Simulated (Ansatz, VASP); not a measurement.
Ga4BiP3: VASP beside Ansatz

```
P Ga Bi
1.0
     5.67176    0.00000    0.00000
     0.00000    5.67176    0.00000
     0.00000    0.00000    5.67176
P Ga Bi
3 4 1
Direct
  0.50000 0.00000 0.00000
  0.00000 0.50000 0.00000
  0.00000 0.00000 0.50000
  0.23474 0.76526 0.76526
  0.76526 0.23474 0.76526
  0.76526 0.76526 0.23474
  0.23474 0.23474 0.23474
  0.50000 0.50000 0.50000
```

Alike in both runs: task single point; functional PBE; k mesh 4 × 4 × 4; occupations fermi-dirac, width 0.02 eV; no spin polarisation.

```csv
,VASP,Ansatz
version,VASP 6.6.1,Ansatz 0.2.0
potentials or method,"VASP PAW PBE potentials, release 64 (P, Ga_d, Bi_d)","plane waves, PAW"
plane-wave cutoff (eV),520,420
valence electrons in the cell,82,82
```

Ansatz gave:

* pressure (GPa): 2.3
* rms of the force components (eV/Å): 0.043

Task: What did VASP give for the same quantities?

Result: Pressure (GPa): 2.3; rms of the force components (eV/Å): 0.044.

Neither program's run includes spin-orbit coupling.
